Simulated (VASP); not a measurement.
Crystal: CuP.

```
CELL_PARAMETERS angstrom
0.00000 2.42343 2.42343
2.42343 0.00000 2.42343
2.42343 2.42343 0.00000
ATOMIC_POSITIONS crystal
Cu 0.50000 0.50000 0.50000
P 0.00000 0.00000 0.00000
```

Base run:

| Property | Result |
| --- | --- |
| Program | VASP 6.6.1 |
| Functional | r2SCAN |
| Potentials or basis | VASP PAW PBE potentials, release 64 (Cu, P) |
| Cutoff | 520 eV |
| k mesh | 12 × 12 × 12 |
| Occupations | gaussian, width 0.05 eV |
| Spin | no spin polarisation |

Its results: band gap on the k mesh zero (bands 8 and 9 overlap by 4.82 eV); pressure -2.3 GPa.

Question: The run is repeated on the same cell with these changes: functional from r2SCAN to PBE; k mesh from 12 × 12 × 12 to 8 × 8 × 8. What comes out?

Answer: Band gap on the k mesh zero (bands 8 and 9 overlap by 4.71 eV); pressure 0.1 GPa.

Several settings changed at once.

Caveats: the PAW data sets were made with another functional, which shifts forces and pressure a little (at least some runs).
